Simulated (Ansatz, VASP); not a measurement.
**One calculation of AgCl, two programs**

Contents of INCAR:

```
SYSTEM = AgCl
PREC = Accurate
ENCUT = 520
EDIFF = 1E-6
ISMEAR = -1
SIGMA = 0.03
LREAL = .FALSE.
LASPH = .TRUE.
NELM = 60
ALGO = Normal
ISIF = 2
LWAVE = .FALSE.
LCHARG = .FALSE.
GGA = PS
NBANDS = 26
```

KPOINTS

```
Automatic mesh
0
G
  9 9 8
  0 0 0
```

The input POSCAR:

```
AgCl
1.0
    1.8522006060     -5.5010292834      0.0000000000
    1.8522006060      5.5010292834      0.0000000000
    0.0000000000      0.0000000000      3.9240373500
Ag Cl
2 2
Direct
    0.3965554000      0.6034446000      0.7500000000
    0.6034446000      0.3965554000      0.2500000000
    0.8654487300      0.1345512700      0.2500000000
    0.1345512700      0.8654487300      0.7500000000
```

Input for Ansatz:

```yaml
crystal:
  lattice:
    - [1.852200606, -5.5010292834, 0.0]
    - [1.852200606, 5.5010292834, 0.0]
    - [0.0, 0.0, 3.92403735]
  atoms:
    - { symbol: Ag, position: [0.3965554, 0.6034446, 0.75] }
    - { symbol: Ag, position: [0.6034446, 0.3965554, 0.25] }
    - { symbol: Cl, position: [0.86544873, 0.13455127, 0.25] }
    - { symbol: Cl, position: [0.13455127, 0.86544873, 0.75] }
kpoints:
  mp_grid: { grid: [9, 9, 8] }
  band_path:
    path:
      - [0.0, 0.0, 0.0]
      - [-0.5, 0.5, 0.0]
      - [-0.2783418463, 0.7216581537, 0.0]
      - [0.2783418463, 0.2783418463, 0.0]
      - [0.0, 0.0, 0.0]
      - [0.0, 0.0, 0.5]
      - [0.2783418463, 0.2783418463, 0.5]
      - [-0.2783418463, 0.7216581537, 0.5]
      - [-0.5, 0.5, 0.5]
    npoints: 5
scf:
  occupations: { method: fermi_dirac, width: 0.03 }
hamiltonian:
  xc: pbesol
  pseudopotentials: { kind: all_electron, lapw: { basis_error: 0.001 } }
output:
  forces: true
  stress: true
  eigenvalues: true
```

Change from the starting cell: equal xx and yy strain of -1 %.

Alike in both runs: task single point; functional PBEsol; k mesh 9 × 9 × 8; occupations fermi-dirac, width 0.03 eV; no spin polarisation.

|  | VASP | Ansatz |
| --- | --- | --- |
| version | VASP 6.6.1 | Ansatz 0.2.0 |
| potentials or method | VASP PAW PBE potentials, release 64 (Ag, Cl), cutoff 520 eV | all-electron LAPW, scalar-relativistic |

Ansatz gave:

| Quantity | Value |
| --- | --- |
| pressure (GPa) | -2.0 |
| traceless stress, the component that is largest in VASP (GPa) | -0.40 |
| rms of the force components (eV/Å) | 0.014 |

Question: Estimate VASP's values.

Answer: Pressure (GPa): -2.1; traceless stress, the component that is largest in VASP (GPa): -0.41; rms of the force components (eV/Å): 0.015.

VASP's potentials were made for PBE, not for PBEsol. Atom by atom the forces differ by 0.002 eV/Å (rms over components). Ansatz ran all-electron here, and VASP with PAW potentials.
